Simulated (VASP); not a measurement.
# CuI (F-43m) in VASP: further runs

Runs on CuI. Level: PBE. Tasks: relaxation of cell and atoms, single point.

Program: VASP 6.6.1. These are calculated values, not measurements. Logs are shortened: lines on timing, memory, paths and dates and some standing lists are left out, and cuts for length are marked.

## (1) The cell of the first run

It takes space group F-43m (No. 216, cubic). Conventional cell: a = 6.063 Å, b = 6.063 Å, c = 6.063 Å, α = 90.00°, β = 90.00°, γ = 90.00°. Cu (site symmetry -43m) has 4 I at 2.63 Å within 3.5 Å. I (site symmetry -43m) has 4 Cu at 2.63 Å within 3.5 Å.

## (2) Relaxation of cell and atoms, PBE

Contents of INCAR:

```
PREC     = Accurate       # precision mode
ENCUT    = 600            # plane-wave cutoff, eV
EDIFF    = 1E-6           # SCF threshold, eV
ISMEAR   = 0              # smearing method
SIGMA    = 0.02           # smearing width, eV
LREAL    = F              # projectors in reciprocal space
LASPH    = T              # aspherical terms in the spheres
NELM     = 60             # most SCF steps
ALGO     = Normal         # electronic algorithm
ISIF     = 3              # what is computed and relaxed
LWAVE    = F              # write WAVECAR
LCHARG   = F              # write CHGCAR
GGA      = PE             # functional
IBRION   = 2              # ionic algorithm
NSW      = 100            # ionic steps
EDIFFG   = -0.005         # ionic threshold
```

Contents of KPOINTS:

```
regular mesh
0
Gamma
  8 8 8
```

Contents of POSCAR:

```
CuI
1.0
    0.0000000000      3.0315000000      3.0315000000
    3.0315000000      0.0000000000      3.0315000000
    3.0315000000      3.0315000000      0.0000000000
Cu I
1 1
Direct
    0.7500000000      0.7500000000      0.7500000000
    0.0000000000      0.0000000000      0.0000000000
```

Potentials or basis: VASP PAW PBE potentials, release 64 (Cu, I).

Command:

```sh
$ cat potpaw_PBE.64/Cu/POTCAR potpaw_PBE.64/I/POTCAR > POTCAR
$ mpirun -np 1 vasp_std > vasp.out
```

OUTCAR:

```text
PREC = Accurate
   ENCUT = 600
   EDIFF = 1E-6
   ISMEAR = 0
   LREAL = F
   LASPH = T
   NELM = 60
   ISIF = 3
   GGA = PE
   IBRION = 2
   NSW = 100
   EDIFFG = -0.005

 ion  position               nearest neighbor table
   1  0.750  0.750  0.750-   2 2.63   2 2.63   2 2.63   2 2.63
   2  0.000  0.000  0.000-   1 2.63   1 2.63   1 2.63   1 2.63

  LATTYP: Found a face centered cubic cell.
 ALAT       =     6.0630000000

  Lattice vectors:

 A1 = (   0.0000000000,   3.0315000000,   3.0315000000)
 A2 = (   3.0315000000,   0.0000000000,   3.0315000000)
 A3 = (   3.0315000000,   3.0315000000,   0.0000000000)

Analysis of symmetry for initial positions (statically):
=====================================================================
 Subroutine PRICEL returns:
 Original cell was already a primitive cell.

 Routine SETGRP: Setting up the symmetry group for a
 face centered cubic supercell.

 Subroutine GETGRP returns: Found 24 space group operations
 (whereof 24 operations were pure point group operations)
 out of a pool of 48 trial point group operations.

The static configuration has the point symmetry T_d .

Analysis of symmetry for dynamics (positions and initial velocities):
=====================================================================
 Subroutine PRICEL returns:
 Original cell was already a primitive cell.

 Routine SETGRP: Setting up the symmetry group for a
 face centered cubic supercell.

 Subroutine GETGRP returns: Found 24 space group operations
 (whereof 24 operations were pure point group operations)
 out of a pool of 48 trial point group operations.

The dynamic configuration has the point symmetry T_d .

 Subroutine INISYM returns: Found 24 space group operations
 (whereof 24 operations are pure point group operations),
 and found     1 'primitive' translations

----------------------------------------------------------------------------------------

                                     Primitive cell

  volume of cell :      55.7189

  direct lattice vectors                    reciprocal lattice vectors
     0.000000000  3.031500000  3.031500000    -0.164934851  0.164934851  0.164934851
     3.031500000  0.000000000  3.031500000     0.164934851 -0.164934851  0.164934851
     3.031500000  3.031500000  0.000000000     0.164934851  0.164934851 -0.164934851

  length of vectors
     4.287188414  4.287188414  4.287188414     0.285675541  0.285675541  0.285675541

  position of ions in fractional coordinates (direct lattice)
     0.750000000  0.750000000  0.750000000
     0.000000000  0.000000000  0.000000000

  ion indices of the primitive-cell ions
   primitive index   ion index
                 1           1
                 2           2

----------------------------------------------------------------------------------------

 KPOINTS: regular mesh

Automatic generation of k-mesh.
 Grid dimensions read from file:
 generate k-points for:    8    8    8

 Generating k-lattice:

  Cartesian coordinates                     Fractional coordinates (reciprocal lattice)
    -0.020616856  0.020616856  0.020616856     0.125000000  0.000000000  0.000000000
     0.020616856 -0.020616856  0.020616856     0.000000000  0.125000000  0.000000000
     0.020616856  0.020616856 -0.020616856     0.000000000  0.000000000  0.125000000

  Length of vectors
     0.035709443  0.035709443  0.035709443

  Shift w.r.t. Gamma in fractional coordinates (k-lattice)
     0.000000000  0.000000000  0.000000000

 Subroutine IBZKPT returns following result:
 ===========================================

 Found     29 irreducible k-points:

 Following reciprocal coordinates:
            Coordinates               Weight
  0.000000  0.000000  0.000000      1.000000
  0.125000  0.000000  0.000000      8.000000
  0.250000  0.000000  0.000000      8.000000
  0.375000  0.000000  0.000000      8.000000
  0.500000  0.000000  0.000000      4.000000
  0.125000  0.125000  0.000000      6.000000
[... 16 lines left out ...]
  0.500000  0.250000  0.125000     48.000000
 -0.375000  0.250000  0.125000     24.000000
 [... further k-points ...]
   k-points           NKPTS =     29   k-points in BZ     NKDIM =     29   number of bands    NBANDS=     13
   number of dos      NEDOS =    301   number of ions     NIONS =      2
   total plane-waves  NPLWV =  46656
   dimension x,y,z NGX =    36 NGY =   36 NGZ =   36
   dimension x,y,z NGXF=    72 NGYF=   72 NGZF=   72
   ions per type =               1   1
   NGX,Y,Z   is equivalent  to a cutoff of  13.96, 13.96, 13.96 a.u.
   NGXF,Y,Z  is equivalent  to a cutoff of  27.92, 27.92, 27.92 a.u.
 SYSTEM =  unknown system
   PREC   = accura    normal or accurate (medium, high low for compatibility)
   ISTART =      0    job   : 0-new  1-cont  2-samecut
   ICHARG =      2    charge: 1-file 2-atom 10-const
   ISPIN  =      1    spin polarized calculation?
   LNONCOLLINEAR =      F non collinear calculations
   LSORBIT =      F    spin-orbit coupling
   LASPH  =      T    aspherical Exc in radial PAW
   ENCUT  =  600.0 eV  44.10 Ry    6.64 a.u.   8.56  8.56  8.56*2*pi/ulx,y,z
   NELM   =     60;   NELMIN=  2; NELMDL= -5     # of ELM steps
   EDIFF  = 0.1E-05   stopping-criterion for ELM
   LREAL  =      F    real-space projection
   EDIFFG = -.5E-02   stopping-criterion for IOM
   NSW    =    100    number of steps for IOM
   IBRION =      2    ionic relax: 0-MD 1-quasi-New 2-CG
   NFREE  =      1    steps in history (QN), initial steepest desc. (CG)
   ISIF   =      3    stress and relaxation
   ISYM   =      2    0-nonsym 1-usesym 2-fastsym
   POTIM  = 0.5000    time-step for ionic-motion
   TEBEG  =    0.0;   TEEND  =   0.0 temperature during run
   PSTRESS=    0.0 pullay stress
   NELECT =      18.0000    total number of electrons
   NUPDOWN=      -1.0000    fix difference up-down
   EMIN   =  10.00;   EMAX   =-10.00  energy-range for DOS
   EFERMI =   0.00;   METHOD = LEGACY
   ISMEAR =     0;   SIGMA  =   0.02  broadening in eV -4-tet -1-fermi 0-gaus
   EFERMI_NEDOS =   21; number of points for ismear=-14 and -15
   IALGO  =     38    algorithm
   IMIX   =      4    mixing-type and parameters
     AMIX     =   0.40;   BMIX     =  1.00
     AMIX_MAG =   1.60;   BMIX_MAG =  1.00
  volume/ion in A,a.u.               =      27.86       188.00
  Fermi-wavevector in a.u.,A,eV,Ry     =   1.123306  2.122741 17.168055  1.261816
  Thomas-Fermi vector in A             =   2.259971
   LORBIT       =      0    0 simple, 1 ext, 2 COOP (PROOUT), +10 PAW based schemes
   GGA     = PE    functional components
   LHFCALC =     F    Hartree Fock is set to
   AEXX    =    0.0000 exact exchange contribution
   IVDW    =     0    specifies the selected vdW correction
   LEPSILON=     F    determine dielectric tensor
   LRPA    =     F    only Hartree local field effects (RPA)
 conjugate gradient relaxation of ions
 non-spin polarized calculation
 Gauss-broadening in eV      SIGMA  =   0.02
  energy-cutoff  :      600.00
  volume of cell :       55.72
 maximum number of plane-waves:      1880
 NGX is ok and might be reduce to    36
   NGX = 17   NGY = 17   NGZ = 17

--------------------------------------- Ionic step        1  -------------------------------------------

 number of electron      18.0000006 magnetization

 Free energy of the ion-electron system (eV)
  ---------------------------------------------------
  ext. energy  EPLUGINS =         0.00000000
  ---------------------------------------------------
  free energy    TOTEN  =        -5.56198838 eV

  energy without entropy =       -5.56198838  energy(sigma->0) =       -5.56198838

------------------------ aborting loop because EDIFF is reached ----------------------------------------

  FORCE on cell =-STRESS in cart. coord.  units (eV):
  Direction    XX          YY          ZZ          XY          YZ          ZX
  --------------------------------------------------------------------------------------
  -------------------------------------------------------------------------------------
  Total        0.1145514      0.1145514      0.1145514      0.0000000      0.0000000      0.0000000
  in kB        3.2938850      3.2938850      3.2938850      0.0000000      0.0000000      0.0000000
  external PRESSURE =       3.2938850 kB  Pullay stress =       0.0000000 kB
[... 57 lines left out ...]
  energy  without entropy=       -5.5625620926  energy(sigma->0) =       -5.56256209

--------------------------------------- Ionic step        3  -------------------------------------------

 number of electron      18.0000009 magnetization

 Free energy of the ion-electron system (eV)
  ---------------------------------------------------
  ext. energy  EPLUGINS =         0.00000000
  ---------------------------------------------------
  free energy    TOTEN  =        -5.56256660 eV

  energy without entropy =       -5.56256660  energy(sigma->0) =       -5.56256660

 E-fermi :   4.4683     XC(G=0):  -8.8927

 val. band max:        4.3272923586   @ k =   0.0000   0.0000   0.0000
 cond. band min:       5.4460830066   @ k =   0.0000   0.0000   0.0000
 fundamental gap:      1.1187906479
 Fermi energy:         4.4682830566

 k-point     1 :       0.0000    0.0000    0.0000
  band No.  band energies     occupation
      1      -9.6328      2.00000
      2       0.7315      2.00000
      3       0.7315      2.00000
      4       0.7315      2.00000
      5       2.5151      2.00000
      6       2.5151      2.00000
      7       4.3273      2.00000
      8       4.3273      2.00000
      9       4.3273      2.00000
     10       5.4461      0.00000
     11       9.2094      0.00000
     12       9.2094      0.00000
     13       9.2094      0.00000
[... 353 lines left out ...]
 k-point    24 :      -0.3750    0.2500    0.1250
  band No.  band energies     occupation
      1      -9.0047      2.00000
      2      -0.9392      2.00000
      3       0.1959      2.00000
      4       0.7018      2.00000
      5       2.4528      2.00000
      6       2.5264      2.00000
      7       2.6393      2.00000
      8       3.0547      2.00000
      9       3.3482      2.00000
     10       7.7984      0.00000
     11       9.0125      0.00000
     12      10.5204      0.00000
     13      11.7031      0.00000

 [... further k-points ...]

------------------------ aborting loop because EDIFF is reached ----------------------------------------

  FORCE on cell =-STRESS in cart. coord.  units (eV):
  Direction    XX          YY          ZZ          XY          YZ          ZX
  --------------------------------------------------------------------------------------
  -------------------------------------------------------------------------------------
  Total       -0.0000875     -0.0000875     -0.0000875      0.0000000      0.0000000      0.0000000
  in kB       -0.0024925     -0.0024925     -0.0024925      0.0000000      0.0000000      0.0000000
  external PRESSURE =      -0.0024925 kB  Pullay stress =       0.0000000 kB
[... 17 lines left out ...]
  FREE ENERGIE OF THE ION-ELECTRON SYSTEM (eV)
  ---------------------------------------------------
  free  energy   TOTEN  =        -5.5625666007 eV

  energy  without entropy=       -5.5625666007  energy(sigma->0) =       -5.56256660

 reached required accuracy - stopping structural energy minimisation
```

Run time: 35 s. Hardware: 1 thread of Intel Xeon 6975P-C (Granite Rapids), shared host; peak memory 0.22 GiB.

What came out:

* Free energy: -5.5626 eV
* Relaxed volume: 28.13 Å³/atom
* Relaxed cell: a = 4.301 Å, b = 4.301 Å, c = 4.301 Å, α = 60.00°, β = 60.00°, γ = 60.00°
* Space group after relaxing (to 0.05 Å): F-43m (No. 216)
* Energy gained by relaxing: 0.3 meV/atom
* Ionic steps: 3
* Pressure after relaxing: 0.0 GPa
* Band gap on the k mesh: 1.12 eV, direct

The path:
| step | energy change (eV) | largest force (eV/Å) | pressure (GPa) | volume (Å³) |
| --- | --- | --- | --- | --- |
| 1 | 0.0000 | 0.0000 | 0.33 | 55.72 |
| 2 | -0.0006 | 0.0000 | 0.05 | 56.18 |
| 3 | -0.0006 | 0.0000 | 0.00 | 56.25 |

Final structure:
```xyz
2
Lattice="0.0000 3.0412 3.0412 3.0412 0.0000 3.0412 3.0412 3.0412 0.0000" Properties=species:S:1:pos:R:3 pbc="T T T"
Cu    4.5618    4.5618    4.5618
I     0.0000    0.0000    0.0000
```

Levels at points of the mesh, in eV from the valence-band top:
```
           k point  band 6  band 7  band 8  band 9  band 10  band 11  band 12  band 13
(0.00, 0.00, 0.00)   -1.81    0.00    0.00    0.00     1.12     4.88     4.88     4.88
(0.50, 0.00, 0.00)   -1.78   -1.74   -0.69   -0.69     2.15     5.41     5.41     7.39
(0.50, 0.50, 0.00)   -1.76   -1.73   -1.46   -1.46     2.74     2.91     9.12     9.71
```

Caveat: spin-orbit coupling is left out, which moves the levels of the heavy elements.

## (3) Single point, PBE (volume scaled by 0.94)

Contents of INCAR:

```
SYSTEM = CuI
  PREC = Accurate
  ENCUT = 520
  EDIFF = 1E-6
  ISMEAR = 0
  SIGMA = 0.02
  LREAL = .FALSE.
  LASPH = .TRUE.
  NELM = 80
  ALGO = Normal
  ISIF = 2
  LWAVE = .FALSE.
  LCHARG = .FALSE.
  GGA = PE
  NBANDS = 16
```

Contents of KPOINTS:

```
Automatic mesh
0
G
  8 8 8
  0 0 0
```

Contents of POSCAR:

```
CuI
1.0
    0.0000000000      2.9769655221      2.9769655221
    2.9769655221      0.0000000000      2.9769655221
    2.9769655221      2.9769655221      0.0000000000
Cu I
1 1
Direct
    0.2500000000      0.2500000000      0.2500000000
    0.0000000000      0.0000000000      0.0000000000
```

Potentials or basis: VASP PAW PBE potentials, release 64 (Cu, I).

Command:

```sh
$ cat potpaw_PBE.64/Cu/POTCAR potpaw_PBE.64/I/POTCAR > POTCAR
$ mpirun -np 1 vasp_std > vasp.out
```

Run time: 25 s. Hardware: 1 thread of AMD EPYC 7R13 (Zen 3), shared host; peak memory 0.16 GiB.

Results (log left out):

```yaml
Free_energy: -5.5327 eV
Pressure: 2.9 GPa
Band_gap_on_the_k_mesh: 1.29 eV, direct
```

Levels at points of the mesh, in eV from the valence-band top:
| k point | band 5 | band 6 | band 7 | band 8 | band 9 | band 10 | band 11 | band 12 | band 13 | band 14 |
| --- | --- | --- | --- | --- | --- | --- | --- | --- | --- | --- |
| (0.00, 0.00, 0.00) | -2.09 | -2.09 | 0.00 | 0.00 | 0.00 | 1.29 | 4.81 | 4.81 | 4.81 | 8.25 |
| (0.50, 0.00, 0.00) | -2.06 | -2.06 | -2.01 | -0.80 | -0.80 | 2.20 | 5.37 | 5.37 | 7.48 | 9.36 |
| (0.50, 0.50, 0.00) | -2.12 | -2.02 | -1.99 | -1.70 | -1.70 | 2.60 | 2.87 | 9.58 | 10.04 | 10.04 |

Caveat: the cell differs from its parent crystal (volume scaled by 0.94); spin-orbit coupling is left out, which moves the levels of the heavy elements.

## (4) Single point, PBE (volume scaled by 0.97)

Contents of INCAR:

```
ALGO = Normal ; EDIFF = 1E-6
ENCUT = 520 ; GGA = PE
ISIF = 2 ; ISMEAR = 0
LASPH = T ; LCHARG = F
LREAL = F ; LWAVE = F
NBANDS = 16 ; NELM = 80
PREC = Accurate ; SIGMA = 0.02
```

Contents of KPOINTS:

```
k-points
0
Gamma
  8 8 8
```

Contents of POSCAR:

```
CuI
1.0
    0.0000000000      3.0083043043      3.0083043043
    3.0083043043      0.0000000000      3.0083043043
    3.0083043043      3.0083043043      0.0000000000
Cu I
1 1
Direct
    0.2500000000      0.2500000000      0.2500000000
    0.0000000000      0.0000000000      0.0000000000
```

Command:

```sh
$ cat potpaw_PBE.64/Cu/POTCAR potpaw_PBE.64/I/POTCAR > POTCAR
$ mpirun -np 1 vasp_std > vasp.out
```

It took 22 s on 1 thread of AMD EPYC 7R13 (Zen 3), shared host; peak memory 0.16 GiB.

The run converged. Its results:

```yaml
Free_energy: -5.5551 eV
Pressure: 1.3 GPa
Band_gap_on_the_k_mesh: 1.21 eV, direct
```

Levels at points of the mesh, in eV from the valence-band top:
```tsv
k point	band 5	band 6	band 7	band 8	band 9	band 10	band 11	band 12	band 13	band 14
(0.00, 0.00, 0.00)	-1.95	-1.95	0.00	0.00	0.00	1.21	4.85	4.85	4.85	8.21
(0.50, 0.00, 0.00)	-1.92	-1.92	-1.87	-0.74	-0.74	2.18	5.39	5.39	7.44	9.21
(0.50, 0.50, 0.00)	-1.98	-1.89	-1.86	-1.58	-1.58	2.67	2.89	9.35	9.88	9.88
```

Caveat: the cell differs from its parent crystal (volume scaled by 0.97); spin-orbit coupling is left out, which moves the levels of the heavy elements.

(Part 1 of 2 ends here.)
